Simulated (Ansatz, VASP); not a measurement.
Two plane-wave programs on ZnCd2O3

File INCAR:

```
SYSTEM = ZnCd2O3
  PREC = Accurate
  ENCUT = 520
  EDIFF = 1E-6
  ISMEAR = 0
  SIGMA = 0.1
  LREAL = .False.
  LASPH = .True.
  NELM = 60
  ALGO = Normal
  ISIF = 2
  LWAVE = .False.
  LCHARG = .False.
  GGA = PE
  NBANDS = 36
```

File KPOINTS:

```
Automatic mesh
0
Gamma
  6 6 2
  0 0 0
```

POSCAR

```
ZnCd2O3
1.0
    3.4834302000      0.0000000000      0.0000000000
   -1.7417151000      3.0167391000      0.0000000000
    0.0000000000      0.0000000000      8.7221184000
Zn Cd O
1 2 3
Direct
    0.0000000000      0.0000000000      0.3345850000
    0.3333333000      0.6666667000      0.0142190000
    0.6666667000      0.3333333000      0.6600750000
    0.6666667000      0.3333333000      0.9123020000
    0.0000000000      0.0000000000      0.5596900000
    0.3333333000      0.6666667000      0.2691290000
```

Input for Ansatz:

```yaml
crystal:
  lattice:
    - [3.4834302, 0.0, 0.0]
    - [-1.7417151, 3.0167391, 0.0]
    - [0.0, 0.0, 8.7221184]
  atoms:
    - { symbol: Zn, position: [0.0, 0.0, 0.334585] }
    - { symbol: Cd, position: [0.3333333, 0.6666667, 0.014219] }
    - { symbol: Cd, position: [0.6666667, 0.3333333, 0.660075] }
    - { symbol: O, position: [0.6666667, 0.3333333, 0.912302] }
    - { symbol: O, position: [0.0, 0.0, 0.55969] }
    - { symbol: O, position: [0.3333333, 0.6666667, 0.269129] }
basis:
  ecutwfc: 420
kpoints:
  mp_grid: { grid: [6, 6, 2] }
hamiltonian:
  xc: pbe
scf:
  occupations: { method: gaussian, width: 0.1 }
  lower_state_search: "off"
output:
  forces: true
  stress: true
  eigenvalues: true
```

Alike in both runs: task single point; functional PBE; k mesh 6 × 6 × 2; occupations gaussian, width 0.1 eV; no spin polarisation.

```csv
,VASP,Ansatz
version,VASP 6.6.1,Ansatz 0.2.0
potentials or method,"VASP PAW PBE potentials, release 64 (Zn, Cd, O), cutoff 520 eV","scalar-relativistic, plane waves, PAW"
valence electrons in the cell,54,70
```

Ansatz gave:

- gap on the k mesh at the Fermi level (eV): none
- pressure (GPa): 0.0
- traceless stress, the component that is largest in VASP (GPa): 0.01
- rms of the force components (eV/Å): 0.004

**Question.** Which values does VASP return?

**Answer.** gap on the k mesh at the Fermi level (eV): none; pressure (GPa): 1.1; traceless stress, the component that is largest in VASP (GPa): 0.08; rms of the force components (eV/Å): 0.020.

Atom by atom the forces differ by 0.017 eV/Å (rms over components). A gap of «none» marks a metal or a gap that the smearing closes. VASP's potentials hold 54 valence electrons a cell and Ansatz's 70, so a difference there can come from the potentials and not from the codes.

The k mesh is coarse, so the values compare programs but aren't converged.
